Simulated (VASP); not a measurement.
# InSb3 (R3m) in VASP: a series of runs

Runs on InSb3. Level: PBEsol. Tasks: single point.

Program: VASP 6.6.1. These are calculated values, not measurements. Logs are shortened: lines on timing, memory, paths and dates and some standing lists are left out, and cuts for length are marked.

### 1 The cell of the first run

It takes space group R3m (No. 160, trigonal). Conventional cell: a = 6.687 Å, b = 6.687 Å, c = 8.190 Å, α = 90.00°, β = 90.00°, γ = 120.00°. Within 4.3 Å of In (site symmetry 3m) lie 12 Sb at 3.26 to 3.43 Å. Within 4.3 Å of Sb (site symmetry m) lie 4 In at 3.26 to 3.43 Å and 8 Sb at 3.34 Å.

### 2 Single point, PBEsol (atom 1 (In) moved -0.100 Å along Cartesian [1 1 1])

Input file INCAR:

```
SYSTEM = InSb3
PREC     = Accurate       ! precision mode
ENCUT    = 520            ! plane-wave cutoff, eV
EDIFF    = 1E-7           ! SCF threshold, eV
ISMEAR   = 0              ! smearing method
SIGMA    = 0.15           ! smearing width, eV
LREAL    = .False.        ! projectors in reciprocal space
LASPH    = .True.         ! aspherical terms in the spheres
NELM     = 60             ! most SCF steps
ALGO     = Normal         ! electronic algorithm
ISIF     = 2              ! what is computed and relaxed
LWAVE    = .False.        ! write WAVECAR
LCHARG   = .True.         ! write CHGCAR
GGA      = PS             ! functional
LELF     = .True.         ! ELF
LVHAR    = .True.       
NBANDS   = 22             ! bands
```

Input file KPOINTS:

```
Automatic mesh
0
Gamma
  10 10 10
  0 0 0
```

Input file POSCAR:

```
InSb3
1.0
    4.7282366893      0.0000000000      0.0000000000
    0.0000000000      4.7282366893      0.0000000000
    0.0000000000      0.0000000000      4.7282366893
In Sb
1 3
Direct
   -0.0122106888     -0.0122106888     -0.0122106888
    0.5000000000      0.0000000000      0.5000000000
    0.0000000000      0.5000000000      0.5000000000
    0.5000000000      0.5000000000      0.0000000000
```

Potentials or basis: VASP PAW PBE potentials, release 64 (In_d, Sb).

On the command line:

```bash
cat potpaw_PBE.64/In_d/POTCAR potpaw_PBE.64/Sb/POTCAR > POTCAR
mpirun -np 1 vasp_std > vasp.out
```

OUTCAR:

```text
SYSTEM = InSb3
   PREC = Accurate
   ENCUT = 520
   EDIFF = 1E-7
   ISMEAR = 0
   LREAL = .False.
   LASPH = .True.
   NELM = 60
   ISIF = 2
   GGA = PS

 ion  position               nearest neighbor table
   1  0.988  0.988  0.988-   2 3.26   3 3.26   4 3.26   4 3.34   2 3.34   3 3.34   2 3.34   4 3.34
                             3 3.34   3 3.43   2 3.43   4 3.43
   2  0.500  0.000  0.500-   1 3.26   3 3.34   4 3.34   4 3.34   3 3.34   4 3.34   4 3.34   3 3.34
                             3 3.34   1 3.34   1 3.34   1 3.43
   3  0.000  0.500  0.500-   1 3.26   2 3.34   4 3.34   4 3.34   2 3.34   2 3.34   4 3.34   4 3.34
                             2 3.34   1 3.34   1 3.34   1 3.43
   4  0.500  0.500  0.000-   1 3.26   2 3.34   3 3.34   2 3.34   3 3.34   2 3.34   2 3.34   3 3.34
                             3 3.34   1 3.34   1 3.34   1 3.43

  LATTYP: Found a simple cubic cell.
 ALAT       =     4.7282366893

  Lattice vectors:

 A1 = (   4.7282366893,   0.0000000000,   0.0000000000)
 A2 = (   0.0000000000,   4.7282366893,   0.0000000000)
 A3 = (   0.0000000000,   0.0000000000,   4.7282366893)

Analysis of symmetry for initial positions (statically):
=====================================================================
 Subroutine PRICEL returns:
 Original cell was already a primitive cell.

 Routine SETGRP: Setting up the symmetry group for a
 simple cubic supercell.

 Subroutine GETGRP returns: Found  6 space group operations
 (whereof  6 operations were pure point group operations)
 out of a pool of 48 trial point group operations.

The static configuration has the point symmetry C_3v.

Analysis of symmetry for dynamics (positions and initial velocities):
=====================================================================
 Subroutine PRICEL returns:
 Original cell was already a primitive cell.

 Routine SETGRP: Setting up the symmetry group for a
 simple cubic supercell.

 Subroutine GETGRP returns: Found  6 space group operations
 (whereof  6 operations were pure point group operations)
 out of a pool of 48 trial point group operations.

The dynamic configuration has the point symmetry C_3v.

 Subroutine INISYM returns: Found  6 space group operations
 (whereof  6 operations are pure point group operations),
 and found     1 'primitive' translations

----------------------------------------------------------------------------------------

                                     Primitive cell

  volume of cell :     105.7055

  direct lattice vectors                    reciprocal lattice vectors
     4.728236689  0.000000000  0.000000000     0.211495334  0.000000000  0.000000000
     0.000000000  4.728236689  0.000000000     0.000000000  0.211495334  0.000000000
     0.000000000  0.000000000  4.728236689     0.000000000  0.000000000  0.211495334

  length of vectors
     4.728236689  4.728236689  4.728236689     0.211495334  0.211495334  0.211495334

  position of ions in fractional coordinates (direct lattice)
     0.987789311  0.987789311  0.987789311
     0.500000000  0.000000000  0.500000000
     0.000000000  0.500000000  0.500000000
     0.500000000  0.500000000  0.000000000

  ion indices of the primitive-cell ions
   primitive index   ion index
                 1           1
                 2           2
                 3           3
                 4           4

----------------------------------------------------------------------------------------

 KPOINTS: Automatic mesh

Automatic generation of k-mesh.
 Grid dimensions read from file:
 generate k-points for:   10   10   10

 Generating k-lattice:

  Cartesian coordinates                     Fractional coordinates (reciprocal lattice)
     0.021149533  0.000000000  0.000000000     0.100000000  0.000000000  0.000000000
     0.000000000  0.021149533  0.000000000     0.000000000  0.100000000  0.000000000
     0.000000000  0.000000000  0.021149533     0.000000000  0.000000000  0.100000000

  Length of vectors
     0.021149533  0.021149533  0.021149533

  Shift w.r.t. Gamma in fractional coordinates (k-lattice)
     0.000000000  0.000000000  0.000000000

 Subroutine IBZKPT returns following result:
 ===========================================

 Found    116 irreducible k-points:

 Following reciprocal coordinates:
            Coordinates               Weight
  0.000000  0.000000  0.000000      1.000000
  0.100000  0.000000  0.000000      6.000000
  0.200000  0.000000  0.000000      6.000000
  0.300000  0.000000  0.000000      6.000000
  0.400000  0.000000  0.000000      6.000000
  0.500000  0.000000  0.000000      3.000000
[... 16 lines left out ...]
  0.300000  0.300000  0.000000      6.000000
 -0.300000  0.300000  0.000000      6.000000
 [... further k-points ...]
   k-points           NKPTS =    116   k-points in BZ     NKDIM =    116   number of bands    NBANDS=     22
   number of dos      NEDOS =    301   number of ions     NIONS =      4
   total plane-waves  NPLWV =  46656
   dimension x,y,z NGX =    36 NGY =   36 NGZ =   36
   dimension x,y,z NGXF=    72 NGYF=   72 NGZF=   72
   ions per type =               1   3
   NGX,Y,Z   is equivalent  to a cutoff of  12.66, 12.66, 12.66 a.u.
   NGXF,Y,Z  is equivalent  to a cutoff of  25.32, 25.32, 25.32 a.u.
 SYSTEM =  InSb3
   PREC   = accura    normal or accurate (medium, high low for compatibility)
   ISTART =      0    job   : 0-new  1-cont  2-samecut
   ICHARG =      2    charge: 1-file 2-atom 10-const
   ISPIN  =      1    spin polarized calculation?
   LNONCOLLINEAR =      F non collinear calculations
   LSORBIT =      F    spin-orbit coupling
   LASPH  =      T    aspherical Exc in radial PAW
   ENCUT  =  520.0 eV  38.22 Ry    6.18 a.u.   8.79  8.79  8.79*2*pi/ulx,y,z
   NELM   =     60;   NELMIN=  2; NELMDL= -5     # of ELM steps
   EDIFF  = 0.1E-06   stopping-criterion for ELM
   LREAL  =      F    real-space projection
   EDIFFG = 0.1E-05   stopping-criterion for IOM
   NSW    =      0    number of steps for IOM
   IBRION =     -1    ionic relax: 0-MD 1-quasi-New 2-CG
   NFREE  =      0    steps in history (QN), initial steepest desc. (CG)
   ISIF   =      2    stress and relaxation
   ISYM   =      2    0-nonsym 1-usesym 2-fastsym
   POTIM  = 0.5000    time-step for ionic-motion
   TEBEG  =    0.0;   TEEND  =   0.0 temperature during run
   PSTRESS=    0.0 pullay stress
   NELECT =      28.0000    total number of electrons
   NUPDOWN=      -1.0000    fix difference up-down
   EMIN   =  10.00;   EMAX   =-10.00  energy-range for DOS
   EFERMI =   0.00;   METHOD = LEGACY
   ISMEAR =     0;   SIGMA  =   0.15  broadening in eV -4-tet -1-fermi 0-gaus
   EFERMI_NEDOS =   21; number of points for ismear=-14 and -15
   IALGO  =     38    algorithm
   IMIX   =      4    mixing-type and parameters
     AMIX     =   0.40;   BMIX     =  1.00
     AMIX_MAG =   1.60;   BMIX_MAG =  1.00
  volume/ion in A,a.u.               =      26.43       178.33
  Fermi-wavevector in a.u.,A,eV,Ry     =   1.051385  1.986829 15.040012  1.105410
  Thomas-Fermi vector in A             =   2.186426
   LORBIT       =      0    0 simple, 1 ext, 2 COOP (PROOUT), +10 PAW based schemes
   GGA     = PS    functional components
   LHFCALC =     F    Hartree Fock is set to
   AEXX    =    0.0000 exact exchange contribution
   IVDW    =     0    specifies the selected vdW correction
   LEPSILON=     F    determine dielectric tensor
   LRPA    =     F    only Hartree local field effects (RPA)
 non-spin polarized calculation
 Gauss-broadening in eV      SIGMA  =   0.15
  energy-cutoff  :      520.00
  volume of cell :      105.71
 maximum number of plane-waves:      2897
   NGX = 17   NGY = 17   NGZ = 17

 number of electron      28.0000011 magnetization

 Free energy of the ion-electron system (eV)
  ---------------------------------------------------
  ext. energy  EPLUGINS =         0.00000000
  ---------------------------------------------------
  free energy    TOTEN  =       -16.06441302 eV

  energy without entropy =      -16.04656052  energy(sigma->0) =      -16.05548677

 E-fermi :   8.2436     XC(G=0): -10.3952

 val. band max:        8.2181625639   @ k =   0.5000   0.2000   0.0000
 cond. band min:       8.3242816926   @ k =  -0.2000   0.4000   0.4000
 fundamental gap:      0.1061191286
 Fermi energy:         8.2435739416

 k-point     1 :       0.0000    0.0000    0.0000
  band No.  band energies     occupation
      1      -6.1707      2.00000
      2      -6.1707      2.00000
      3      -6.1502      2.00000
      4      -6.1502      2.00000
      5      -6.1498      2.00000
      6      -4.2493      2.00000
[... 14 lines left out ...]
     21      13.3074      0.00000
     22      13.4783      0.00000

 k-point     2 :       0.1000    0.0000    0.0000
  band No.  band energies     occupation
      1      -6.1700      2.00000
      2      -6.1688      2.00000
      3      -6.1516      2.00000
      4      -6.1514      2.00000
      5      -6.1500      2.00000
      6      -4.1852      2.00000
[... 14 lines left out ...]
     21      13.5304      0.00000
     22      13.7502      0.00000

 k-point     3 :       0.2000    0.0000    0.0000
  band No.  band energies     occupation
      1      -6.1682      2.00000
      2      -6.1640      2.00000
      3      -6.1553      2.00000
      4      -6.1550      2.00000
      5      -6.1499      2.00000
      6      -3.9943      2.00000
[... 14 lines left out ...]
     21      14.1580      0.00000
     22      14.1584      0.00000

 k-point     4 :       0.3000    0.0000    0.0000
  band No.  band energies     occupation
      1      -6.1660      2.00000
      2      -6.1601      2.00000
      3      -6.1598      2.00000
      4      -6.1575      2.00000
      5      -6.1498      2.00000
      6      -3.6837      2.00000
[... 14 lines left out ...]
     21      13.4110      0.00000
     22      13.9290      0.00000

 k-point     5 :       0.4000    0.0000    0.0000
  band No.  band energies     occupation
      1      -6.1647      2.00000
      2      -6.1634      2.00000
      3      -6.1630      2.00000
      4      -6.1533      2.00000
      5      -6.1496      2.00000
      6      -3.2834      2.00000
[... 14 lines left out ...]
     21      12.7397      0.00000
     22      14.2007      0.00000

 k-point     6 :       0.5000    0.0000    0.0000
  band No.  band energies     occupation
      1      -6.1654      2.00000
      2      -6.1648      2.00000
      3      -6.1630      2.00000
      4      -6.1517      2.00000
      5      -6.1495      2.00000
      6      -3.0014      2.00000
[... 14 lines left out ...]
     21      12.4441      0.00000
     22      14.3735      0.00000

 k-point     7 :       0.1000    0.1000    0.0000
  band No.  band energies     occupation
      1      -6.1687      2.00000
      2      -6.1674      2.00000
      3      -6.1531      2.00000
      4      -6.1514      2.00000
      5      -6.1514      2.00000
      6      -4.1210      2.00000
[... 324 lines left out ...]
      6      -3.0252      2.00000
[... 14 lines left out ...]
     21      13.8050      0.00000
     22      15.6696      0.00000

 k-point    21 :      -0.2000    0.4000    0.0000
  band No.  band energies     occupation
      1      -6.1756      2.00000
      2      -6.1631      2.00000
      3      -6.1593      2.00000
      4      -6.1546      2.00000
      5      -6.1472      2.00000
      6      -3.0249      2.00000
[... 14 lines left out ...]
     21      13.8072      0.00000
     22      15.6648      0.00000

 k-point    22 :       0.5000    0.2000    0.0000
  band No.  band energies     occupation
      1      -6.1775      2.00000
      2      -6.1644      2.00000
      3      -6.1587      2.00000
      4      -6.1545      2.00000
      5      -6.1454      2.00000
      6      -2.7361      2.00000
[... 14 lines left out ...]
     21      12.8238      0.00000
     22      15.9402      0.00000

 k-point    23 :       0.3000    0.3000    0.0000
  band No.  band energies     occupation
      1      -6.1789      2.00000
      2      -6.1594      2.00000
      3      -6.1590      2.00000
      4      -6.1581      2.00000
      5      -6.1462      2.00000
      6      -3.1159      2.00000
[... 14 lines left out ...]
     21      14.2907      0.00000
     22      14.8682      0.00000

 k-point    24 :      -0.3000    0.3000    0.0000
  band No.  band energies     occupation
      1      -6.1790      2.00000
      2      -6.1596      2.00000
      3      -6.1589      2.00000
      4      -6.1579      2.00000
      5      -6.1462      2.00000
      6      -3.1155      2.00000
[... 14 lines left out ...]
     21      14.2608      0.00000
     22      14.9071      0.00000

 [... further k-points ...]

------------------------ aborting loop because EDIFF is reached ----------------------------------------

  FORCE on cell =-STRESS in cart. coord.  units (eV):
  Direction    XX          YY          ZZ          XY          YZ          ZX
  --------------------------------------------------------------------------------------
  -------------------------------------------------------------------------------------
  Total        0.0427725      0.0427725      0.0427725      0.0175421      0.0175421      0.0175421
  in kB        0.6483017      0.6483017      0.6483017      0.2658847      0.2658847      0.2658847
  external PRESSURE =       0.6483017 kB  Pullay stress =       0.0000000 kB

 VOLUME and BASIS-vectors are now :
 -----------------------------------------------------------------------------
  energy-cutoff  :      520.00
  volume of cell :      105.71
      direct lattice vectors                 reciprocal lattice vectors
     4.728236689  0.000000000  0.000000000     0.211495334  0.000000000  0.000000000
     0.000000000  4.728236689  0.000000000     0.000000000  0.211495334  0.000000000
     0.000000000  0.000000000  4.728236689     0.000000000  0.000000000  0.211495334

 POSITION                                       TOTAL-FORCE (eV/Angst)
 -----------------------------------------------------------------------------------
      4.67050      4.67050      4.67050         0.093472      0.093472      0.093472
      2.36412      0.00000      2.36412        -0.072830      0.052188     -0.072830
      0.00000      2.36412      2.36412         0.052188     -0.072830     -0.072830
      2.36412      2.36412      0.00000        -0.072830     -0.072830      0.052188
 -----------------------------------------------------------------------------------
    total drift:                               -0.000484     -0.000484     -0.000480

  FREE ENERGIE OF THE ION-ELECTRON SYSTEM (eV)
  ---------------------------------------------------
  free  energy   TOTEN  =       -16.0644130157 eV

  energy  without entropy=      -16.0465605227  energy(sigma->0) =      -16.05548677
```

Wall time 64 s (1 thread of Intel Xeon 6975P-C (Granite Rapids), shared host); peak memory 0.38 GiB.

What came out:

| Property | Result |
| --- | --- |
| Free energy | -16.0644 eV |
| Pressure | 0.1 GPa |
| Largest force | 0.162 eV/Å |
| Band gap on the k mesh | zero (bands 14 and 15 overlap by 4.89 eV) |

Forces in eV/Å, atoms in the order of the input:
```
In   0.093  0.093  0.093
Sb  -0.073  0.052 -0.073
Sb   0.052 -0.073 -0.073
Sb  -0.073 -0.073  0.052
```

Levels at points of the mesh, in eV from the Fermi level:
| k point | band 10 | band 11 | band 12 | band 13 | band 14 | band 15 | band 16 | band 17 | band 18 | band 19 |
| --- | --- | --- | --- | --- | --- | --- | --- | --- | --- | --- |
| (0.00, 0.00, 0.00) | -4.48 | -4.48 | -3.53 | 0.52 | 0.52 | 0.52 | 1.82 | 1.82 | 1.82 | 4.82 |
| (0.50, 0.00, 0.00) | -3.02 | -3.02 | -2.19 | -2.19 | -1.15 | -0.91 | 2.30 | 2.32 | 2.34 | 2.68 |
| (0.50, 0.50, 0.00) | -2.48 | -1.62 | -1.61 | -1.41 | -1.13 | -1.12 | -0.32 | 1.05 | 3.51 | 3.76 |
| (0.50, 0.50, 0.50) | -5.33 | -5.21 | -5.21 | -4.74 | 3.77 | 3.77 | 3.87 | 3.87 | 3.88 | 6.69 |

Caveat: the cell differs from its parent crystal (atom 1 (In) moved -0.100 Å along Cartesian [1 1 1]); the PAW data sets were made with another functional, which shifts forces and pressure a little; spin-orbit coupling is left out, which moves the levels of the heavy elements.

(Continued in part 2 of 2.)
